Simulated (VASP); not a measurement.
Wanted: the native input for a VASP 6.6.1 run.

- Task: single point
- Functional: PBEsol
- Potentials or basis: VASP PAW PBE potentials, release 64 (Si, Mo_sv)
- Cutoff: 520 eV
- k mesh: 20 × 20 × 20
- Occupations: gaussian, width 0.15 eV
- Spin: no spin polarisation
- Dipole correction: no
- Further INCAR settings: ALGO = Fast; EDIFF = 1e-06; NBANDS = 18

The structure of Si2Mo lies in POSCAR:

```
Si2Mo
1.0
   -1.5950350805      1.5950350805      3.9106920000
    1.5950350805     -1.5950350805      3.9106920000
    1.5950350805      1.5950350805     -3.9106920000
Si Mo
2 1
Direct
    0.3350596655      0.3272228473     -0.0078368182
    0.6649403345      0.6727771527      0.0078368182
    0.0000000000      0.0000000000      0.0000000000
```

This cell differs from its parent crystal: atoms displaced along a vibrational mode.

The input as run:

INCAR

```
SYSTEM = Si2Mo
  PREC = Accurate
  ENCUT = 520
  EDIFF = 1E-6
  ISMEAR = 0
  SIGMA = 0.15
  LREAL = .FALSE.
  LASPH = .TRUE.
  NELM = 80
  ALGO = Fast
  ISIF = 2
  LWAVE = .FALSE.
  LCHARG = .FALSE.
  GGA = PS
  NBANDS = 18
```

KPOINTS

```
regular mesh
0
G
  20 20 20
  0 0 0
```

Potentials or basis: VASP PAW PBE potentials, release 64 (Si, Mo_sv).

Launch:

```bash
$ cat potpaw_PBE.64/Si/POTCAR potpaw_PBE.64/Mo_sv/POTCAR > POTCAR
$ mpirun -np 1 vasp_std > vasp.out
```

It gave:

| Quantity | Value |
| --- | --- |
| Pressure | 0.5 GPa |
| Largest force | 0.288 eV/Å |
| Band gap on the k mesh | zero (bands 11 and 12 overlap by 0.95 eV) |

Caveat: the cell differs from its parent crystal (atoms displaced along a vibrational mode); the PAW data sets were made with another functional, which shifts forces and pressure a little.

Run time: 57 min on 1 thread of Oxide Virtual Turin-like Processor, on a shared host, peak memory 1.4 GiB.
